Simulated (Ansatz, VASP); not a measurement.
Si: VASP beside Ansatz

The input INCAR:

```
SYSTEM = Si
  ALGO = Normal
  EDIFF = 1E-6
  ENCUT = 520
  GGA = PS
  ISIF = 2
  ISMEAR = 0
  LASPH = .True.
  LCHARG = .False.
  LREAL = .False.
  LWAVE = .False.
  NBANDS = 26
  NELM = 80
  PREC = Accurate
  SIGMA = 0.15
```

File KPOINTS:

```
k-points
0
Gamma
  10 10 10
  0 0 0
```

Contents of POSCAR:

```
Si
1.0
   -3.1509351697      3.1509351697      3.3872553075
    3.1509351697     -3.1509351697      3.3872553075
    3.1509351697      3.1509351697     -3.3872553075
Si
8
Direct
    0.2047947401      0.2047947401      0.2047947401
    0.5000000000      0.0000000000      0.2952052599
    0.2952052599      0.5000000000      0.0000000000
    0.0000000000      0.2952052599      0.5000000000
    0.7952052599      0.7952052599      0.7952052599
    0.5000000000      0.0000000000      0.7047947401
    0.7047947401      0.5000000000      0.0000000000
    0.0000000000      0.7047947401      0.5000000000
```

Input for Ansatz:

```yaml
crystal:
  lattice:
    - [-3.1509351697, 3.1509351697, 3.3872553075]
    - [3.1509351697, -3.1509351697, 3.3872553075]
    - [3.1509351697, 3.1509351697, -3.3872553075]
  atoms:
    - { symbol: Si, position: [0.2047947401, 0.2047947401, 0.2047947401] }
    - { symbol: Si, position: [0.5, 0.0, 0.2952052599] }
    - { symbol: Si, position: [0.2952052599, 0.5, 0.0] }
    - { symbol: Si, position: [0.0, 0.2952052599, 0.5] }
    - { symbol: Si, position: [0.7952052599, 0.7952052599, 0.7952052599] }
    - { symbol: Si, position: [0.5, 0.0, 0.7047947401] }
    - { symbol: Si, position: [0.7047947401, 0.5, 0.0] }
    - { symbol: Si, position: [0.0, 0.7047947401, 0.5] }
basis:
  ecutwfc: 420
kpoints:
  mp_grid: { grid: [10, 10, 10] }
hamiltonian:
  xc: pbesol
  pseudopotentials: { kind: paw, azcp: { folder: soft_1 } }
scf:
  occupations: { method: gaussian, width: 0.15 }
output:
  forces: true
  stress: true
  eigenvalues: true
  write_density: true
  write_potential: true
  elf: true
  volumetric_format: npy
```

Alike in both runs: task single point; functional PBEsol; k mesh 10 × 10 × 10; occupations gaussian, width 0.15 eV; no spin polarisation.

|  | VASP | Ansatz |
| --- | --- | --- |
| version | VASP 6.6.1 | Ansatz 0.2.0 |
| potentials or method | VASP PAW PBE potentials, release 64 (Si), cutoff 520 eV | scalar-relativistic, plane waves, PAW |
| valence electrons in the cell | 32 | 32 |

|  | VASP | Ansatz | Ansatz less VASP |
| --- | --- | --- | --- |
| gap on the k mesh at the Fermi level (eV) | none | none | - |
| pressure (GPa) | 8.2 | 8.0 | -0.15 |
| traceless stress, the component that is largest in VASP (GPa) | -8.10 | -8.09 | +0.015 |
| rms of the force components (eV/Å) | 0.421 | 0.416 | -0.0052 |

VASP's potentials were made for PBE, not for PBEsol, and Ansatz warns of the same on its side. Atom by atom the forces differ by 0.007 eV/Å (rms over components). A gap of «none» marks a metal or a gap that the smearing closes.
